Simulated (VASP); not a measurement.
# H2CO2 in VASP: a series of runs

The runs below take H2CO2 through single point, with PBE+D3(BJ).

Program: VASP 6.6.1. These are calculated values, not measurements. Logs are shortened: lines on timing, memory, paths and dates and some standing lists are left out, and cuts for length are marked.

## 1. The cell of the first run

The cell holds a disordered packing, 40 atoms: a = 7.958 Å, b = 7.958 Å, c = 7.958 Å, α = 90.00°, β = 90.00°, γ = 90.00°.

## 2. Single point, PBE+D3(BJ)

The input, INCAR:

```
SYSTEM = H2CO2
PREC = Accurate
ENCUT = 520
EDIFF = 1E-6
ISMEAR = -1
SIGMA = 0.05
LREAL = Auto
LASPH = .TRUE.
NELM = 80
ALGO = Normal
ISIF = 2
LWAVE = .FALSE.
LCHARG = .FALSE.
GGA = PE
IVDW = 12
NBANDS = 98
```

The input, KPOINTS:

```
regular mesh
0
G
  1 1 1
  0 0 0
```

The input, POSCAR:

```
H2CO2
1.0
    7.9581140000      0.0000000000      0.0000000000
    0.0000000000      7.9581140000      0.0000000000
    0.0000000000      0.0000000000      7.9581140000
O C H
16 8 16
Direct
    0.7809764977      0.1295533087      0.4757157286
    0.8963053306      0.3241345877      0.2940395174
    0.2056643069      0.3260571537     -0.0378732951
    0.3989010462      0.3616686064      0.1621364057
    0.7172302382      0.6663764807      0.9914283711
    0.5101585627      0.6452910828      0.8044368301
    0.2390641803      0.8204330825      0.7759501812
    0.1009158703      0.6280131197      0.9405369162
    0.2280188497      0.8341549267      0.2656659606
    0.2158174663      0.6291817383      0.4589529630
    0.1156304119      0.1111444244      0.5754378487
    0.3756292006      0.2044705567      0.5934320619
    0.8267285440      0.3327924179      0.8668385499
    0.7320453062      0.0653295492      0.8989818442
    0.5392106723      0.8632698652      0.4112657848
    0.7806120897      0.7095022765      0.4722098728
    0.7756360364      0.2534645772      0.3519929471
    0.3097090592      0.2691089874      0.0794660644
    0.5785164676      0.7241539892      0.9191373735
    0.1037180417      0.7575035995      0.8535690743
    0.1546346283      0.7042372100      0.3409224849
    0.2319519424      0.2318639818      0.5565765959
    0.7132091850      0.2078004914      0.8492715736
    0.6357033840      0.7144280668      0.4148093380
    0.8983284230      0.1029766600      0.5005080349
    0.6461455566      0.2818130024      0.3115310990
    0.2075240440      0.4510742118     -0.0412911903
    0.2917148460      0.1269019268      0.0875835657
    0.7396224784      0.5553325826      0.9314141516
    0.5476674499      0.8516716398      0.9732959342
    0.3386103793      0.7338799117      0.7815796557
   -0.0077656590      0.8374471640      0.8504276264
    0.3439885380      0.8392440722      0.3164694549
    0.0284740832      0.6850869440      0.2868518848
    0.1804070663      0.0104547384      0.6213532503
    0.1811107506      0.3513772233      0.5187661298
    0.9282475722      0.2910865564      0.9303837568
    0.5969630493      0.2637685261      0.7823210374
    0.6125697621      0.9548744841      0.4492773036
    0.5687905451      0.6032962081      0.3563909740
```

Potentials or basis: VASP PAW PBE potentials, release 64 (O, C, H).

Run with:

```
> cat potpaw_PBE.64/O/POTCAR potpaw_PBE.64/C/POTCAR potpaw_PBE.64/H/POTCAR > POTCAR
> mpirun -np 1 vasp_gam > vasp.out
```

OUTCAR:

```text
SYSTEM = H2CO2
   PREC = Accurate
   ENCUT = 520
   EDIFF = 1E-6
   ISMEAR = -1
   LREAL = Auto
   LASPH = .TRUE.
   NELM = 80
   ISIF = 2
   GGA = PE
   IVDW = 12
 IVDW          = 12

 ion  position               nearest neighbor table
   1  0.781  0.130  0.476-  25 0.98  17 1.39
   2  0.896  0.324  0.294-  17 1.20
   3  0.206  0.326  0.962-  27 1.00  18 1.33
   4  0.399  0.362  0.162-  18 1.22
   5  0.717  0.666  0.991-  29 1.02  19 1.33
   6  0.510  0.645  0.804-  19 1.23
   7  0.239  0.820  0.776-  31 1.05  20 1.34
   8  0.101  0.628  0.941-  20 1.24
   9  0.228  0.834  0.266-  33 1.01  21 1.33
  10  0.216  0.629  0.459-  21 1.21
  11  0.116  0.111  0.575-  35 1.02  22 1.34
  12  0.376  0.204  0.593-  22 1.20
  13  0.827  0.333  0.867-  37 1.01  23 1.35
  14  0.732  0.065  0.899-  23 1.21
  15  0.539  0.863  0.411-  39 0.98  24 1.41
  16  0.781  0.710  0.472-  24 1.24
  17  0.776  0.253  0.352-  26 1.10   2 1.20   1 1.39
  18  0.310  0.269  0.079-  28 1.14   4 1.22   3 1.33
  19  0.579  0.724  0.919-  30 1.13   6 1.23   5 1.33
  20  0.104  0.758  0.854-  32 1.09   8 1.24   7 1.34
  21  0.155  0.704  0.341-  34 1.10  10 1.21   9 1.33
  22  0.232  0.232  0.557-  36 1.08  12 1.20  11 1.34
  23  0.713  0.208  0.849-  38 1.16  14 1.21  13 1.35
  24  0.636  0.714  0.415-  40 1.13  16 1.24  15 1.41
  25  0.898  0.103  0.501-   1 0.98
  26  0.646  0.282  0.312-  17 1.10
  27  0.208  0.451  0.959-   3 1.00
  28  0.292  0.127  0.088-  18 1.14
  29  0.740  0.555  0.931-   5 1.02
  30  0.548  0.852  0.973-  19 1.13
[... 8 lines left out ...]
  39  0.613  0.955  0.449-  15 0.98
  40  0.569  0.603  0.356-  24 1.13

  LATTYP: Found a simple cubic cell.
 ALAT       =     7.9581140000

  Lattice vectors:

 A1 = (   7.9581140000,   0.0000000000,   0.0000000000)
 A2 = (   0.0000000000,   7.9581140000,   0.0000000000)
 A3 = (   0.0000000000,   0.0000000000,   7.9581140000)

Analysis of symmetry for initial positions (statically):
=====================================================================
 Subroutine PRICEL returns:
 Original cell was already a primitive cell.

 Routine SETGRP: Setting up the symmetry group for a
 simple cubic supercell.

 Subroutine GETGRP returns: Found  1 space group operations
 (whereof  1 operations were pure point group operations)
 out of a pool of 48 trial point group operations.

The static configuration has the point symmetry C_1 .

Analysis of symmetry for dynamics (positions and initial velocities):
=====================================================================
 Subroutine PRICEL returns:
 Original cell was already a primitive cell.

 Routine SETGRP: Setting up the symmetry group for a
 simple cubic supercell.

 Subroutine GETGRP returns: Found  1 space group operations
 (whereof  1 operations were pure point group operations)
 out of a pool of 48 trial point group operations.

The dynamic configuration has the point symmetry C_1 .

 Subroutine INISYM returns: Found  1 space group operations
 (whereof  1 operations are pure point group operations),
 and found     1 'primitive' translations

----------------------------------------------------------------------------------------

                                     Primitive cell

  volume of cell :     503.9999

  direct lattice vectors                    reciprocal lattice vectors
     7.958114000  0.000000000  0.000000000     0.125657913  0.000000000  0.000000000
     0.000000000  7.958114000  0.000000000     0.000000000  0.125657913  0.000000000
     0.000000000  0.000000000  7.958114000     0.000000000  0.000000000  0.125657913

  length of vectors
     7.958114000  7.958114000  7.958114000     0.125657913  0.125657913  0.125657913

  position of ions in fractional coordinates (direct lattice)
     0.780976498  0.129553309  0.475715729
     0.896305331  0.324134588  0.294039517
     0.205664307  0.326057154  0.962126705
     0.398901046  0.361668606  0.162136406
     0.717230238  0.666376481  0.991428371
     0.510158563  0.645291083  0.804436830
[... 32 lines left out ...]
     0.612569762  0.954874484  0.449277304
     0.568790545  0.603296208  0.356390974

  ion indices of the primitive-cell ions
   primitive index   ion index
                 1           1
                 2           2
                 3           3
                 4           4
                 5           5
                 6           6
[... 32 lines left out ...]
                39          39
                40          40

----------------------------------------------------------------------------------------

 KPOINTS: regular mesh

Automatic generation of k-mesh.
 Grid dimensions read from file:
 generate k-points for:    1    1    1

 Generating k-lattice:

  Cartesian coordinates                     Fractional coordinates (reciprocal lattice)
     0.125657913  0.000000000  0.000000000     1.000000000  0.000000000  0.000000000
     0.000000000  0.125657913  0.000000000     0.000000000  1.000000000  0.000000000
     0.000000000  0.000000000  0.125657913     0.000000000  0.000000000  1.000000000

  Length of vectors
     0.125657913  0.125657913  0.125657913

  Shift w.r.t. Gamma in fractional coordinates (k-lattice)
     0.000000000  0.000000000  0.000000000

 Subroutine IBZKPT returns following result:
 ===========================================

 Found      1 irreducible k-points:

 Following reciprocal coordinates:
            Coordinates               Weight
  0.000000  0.000000  0.000000      1.000000
   k-points           NKPTS =      1   k-points in BZ     NKDIM =      1   number of bands    NBANDS=     98
   number of dos      NEDOS =    301   number of ions     NIONS =     40
   total plane-waves  NPLWV = 216000
   dimension x,y,z NGX =    60 NGY =   60 NGZ =   60
   dimension x,y,z NGXF=   120 NGYF=  120 NGZF=  120
   ions per type =              16   8  16
   NGX,Y,Z   is equivalent  to a cutoff of  12.53, 12.53, 12.53 a.u.
   NGXF,Y,Z  is equivalent  to a cutoff of  25.07, 25.07, 25.07 a.u.
 SYSTEM =  H2CO2
   PREC   = accura    normal or accurate (medium, high low for compatibility)
   ISTART =      0    job   : 0-new  1-cont  2-samecut
   ICHARG =      2    charge: 1-file 2-atom 10-const
   ISPIN  =      1    spin polarized calculation?
   LNONCOLLINEAR =      F non collinear calculations
   LSORBIT =      F    spin-orbit coupling
   LASPH  =      T    aspherical Exc in radial PAW
   ENCUT  =  520.0 eV  38.22 Ry    6.18 a.u.  14.80 14.80 14.80*2*pi/ulx,y,z
   NELM   =     80;   NELMIN=  2; NELMDL= -5     # of ELM steps
   EDIFF  = 0.1E-05   stopping-criterion for ELM
   LREAL  =      T    real-space projection
   EDIFFG = 0.1E-04   stopping-criterion for IOM
   NSW    =      0    number of steps for IOM
   IBRION =     -1    ionic relax: 0-MD 1-quasi-New 2-CG
   NFREE  =      0    steps in history (QN), initial steepest desc. (CG)
   ISIF   =      2    stress and relaxation
   ISYM   =      2    0-nonsym 1-usesym 2-fastsym
   POTIM  = 0.5000    time-step for ionic-motion
   TEBEG  =    0.0;   TEEND  =   0.0 temperature during run
   PSTRESS=    0.0 pullay stress
   NELECT =     144.0000    total number of electrons
   NUPDOWN=      -1.0000    fix difference up-down
   EMIN   =  10.00;   EMAX   =-10.00  energy-range for DOS
   EFERMI =   0.00;   METHOD = LEGACY
   ISMEAR =    -1;   SIGMA  =   0.05  broadening in eV -4-tet -1-fermi 0-gaus
   EFERMI_NEDOS =   21; number of points for ismear=-14 and -15
   IALGO  =     38    algorithm
   IMIX   =      4    mixing-type and parameters
     AMIX     =   0.40;   BMIX     =  1.00
     AMIX_MAG =   1.60;   BMIX_MAG =  1.00
  volume/ion in A,a.u.               =      12.60        85.03
  Fermi-wavevector in a.u.,A,eV,Ry     =   1.078248  2.037594 15.818401  1.162620
  Thomas-Fermi vector in A             =   2.214182
   LORBIT       =      0    0 simple, 1 ext, 2 COOP (PROOUT), +10 PAW based schemes
   GGA     = PE    functional components
   LHFCALC =     F    Hartree Fock is set to
   AEXX    =    0.0000 exact exchange contribution
   IVDW    =    12    specifies the selected vdW correction
   LEPSILON=     F    determine dielectric tensor
   LRPA    =     F    only Hartree local field effects (RPA)
 non-spin polarized calculation
  energy-cutoff  :      520.00
  volume of cell :      504.00
 maximum number of plane-waves:      6759
 NGX is ok and might be reduce to    60
   NGX = 29   NGY = 29   NGZ = 29

 number of electron     143.9999991 magnetization

 Free energy of the ion-electron system (eV)
  ---------------------------------------------------
  ext. energy  EPLUGINS =         0.00000000
  ---------------------------------------------------
  free energy    TOTEN  =      -241.08660223 eV

  energy without entropy =     -241.08660223  energy(sigma->0) =     -241.08660223

 E-fermi :  -1.2837     XC(G=0):  -7.0280

 val. band max:       -2.5218023356   @ k =   0.0000   0.0000   0.0000
 cond. band min:       1.7568712012   @ k =   0.0000   0.0000   0.0000
 fundamental gap:      4.2786735368
 Fermi energy:        -1.2836929400

 k-point     1 :       0.0000    0.0000    0.0000
  band No.  band energies     occupation
      1     -24.6703      2.00000
      2     -24.2908      2.00000
      3     -24.2663      2.00000
      4     -24.1170      2.00000
      5     -23.9268      2.00000
      6     -23.8950      2.00000
[... 76 lines left out ...]
     83       4.7192      0.00000
     84       4.8594      0.00000
 [bands above 84 left out]

------------------------ aborting loop because EDIFF is reached ----------------------------------------

 Edisp (eV)   -1.78312

 E8    (eV) :    -0.4080

  FORCE on cell =-STRESS in cart. coord.  units (eV):
  Direction    XX          YY          ZZ          XY          YZ          ZX
  --------------------------------------------------------------------------------------
  -------------------------------------------------------------------------------------
  Total      -0.94028    -5.71365    -3.33401     2.28473    -0.74827    -0.24729
  in kB      -2.98908   -18.16326   -10.59855     7.26297    -2.37869    -0.78610
  external pressure =      -10.58 kB  Pullay stress =        0.00 kB

 VOLUME and BASIS-vectors are now :
 -----------------------------------------------------------------------------
  energy-cutoff  :      520.00
  volume of cell :      504.00
      direct lattice vectors                 reciprocal lattice vectors
     7.958114000  0.000000000  0.000000000     0.125657913  0.000000000  0.000000000
     0.000000000  7.958114000  0.000000000     0.000000000  0.125657913  0.000000000
     0.000000000  0.000000000  7.958114000     0.000000000  0.000000000  0.125657913

 POSITION                                       TOTAL-FORCE (eV/Angst)
 -----------------------------------------------------------------------------------
      6.21510      1.03100      3.78580        -0.966075      0.740976     -1.139838
      7.13290      2.57950      2.34000         0.749554      0.105971     -0.207712
      1.63670      2.59480      7.65671        -0.407215     -0.682876     -0.471164
      3.17450      2.87820      1.29030         0.677268     -0.287927      0.487643
      5.70780      5.30310      7.88990        -0.111633     -0.894535     -0.585590
      4.05990      5.13530      6.40180        -0.813819      0.428118      0.088417
[... 32 lines left out ...]
      4.87490      7.59900      3.57540         0.303278      0.500384      0.247713
      4.52650      4.80110      2.83620         0.151292      0.876702      0.434070
 -----------------------------------------------------------------------------------
    total drift:                               -0.004633      0.010754      0.020950

  FREE ENERGIE OF THE ION-ELECTRON SYSTEM (eV)
  ---------------------------------------------------
  free  energy   TOTEN  =      -242.8697257809 eV

  energy  without entropy=     -242.8697257808  energy(sigma->0) =     -242.86972578
```

It took 72 s on 1 thread of Intel Xeon Platinum 8559C (Emerald Rapids), shared host; peak memory 0.47 GiB.

What came out:

| Quantity | Value |
| --- | --- |
| Free energy | -242.8697 eV |
| Pressure | -1.1 GPa |
| Largest force | 2.300 eV/Å |
| Band gap on the k mesh | 4.28 eV |
| Dispersion energy per atom | -0.045 eV |

Forces in eV/Å, atoms in the order of the input:
```
O   -0.966  0.741 -1.140
O    0.750  0.106 -0.208
O   -0.407 -0.683 -0.471
O    0.677 -0.288  0.488
O   -0.112 -0.895 -0.586
O   -0.814  0.428  0.088
O   -0.686 -0.568  0.112
O    0.129  0.614 -0.796
O    1.035  0.321 -0.308
O    0.172 -0.633  0.278
O   -0.136 -1.404  0.260
O    1.863  0.055  0.078
O    0.722 -0.160  0.568
O    0.050 -0.411  0.111
O    0.657 -1.976 -0.283
O   -2.154  0.106 -0.799
C   -0.436 -0.649  0.716
C   -0.685 -0.713 -0.145
C    0.929  0.425  0.540
C    0.704 -0.439  1.006
C   -0.960  0.184  0.007
C   -0.493 -0.152  0.515
C   -1.225  1.255 -0.714
C    1.244  0.513  0.473
H    0.751  0.028  0.205
H   -0.250 -0.245  0.249
H   -0.220  0.531 -0.114
H    0.525  0.912  0.260
H    0.361  0.598  0.683
H   -0.264 -0.767 -0.547
H   -0.096  0.450 -0.223
H   -0.200  0.341 -0.362
H   -0.281  0.479 -0.106
H   -0.031 -0.341  0.113
H   -0.655  0.586 -0.253
H   -0.397  0.727 -0.486
H   -0.524  0.342 -0.440
H    0.971 -0.795  0.548
H    0.303  0.500  0.248
H    0.151  0.877  0.434
```

Caveat: the k points lie up to 0.79 Å⁻¹ apart.

(Continued in part 2 of 4.)
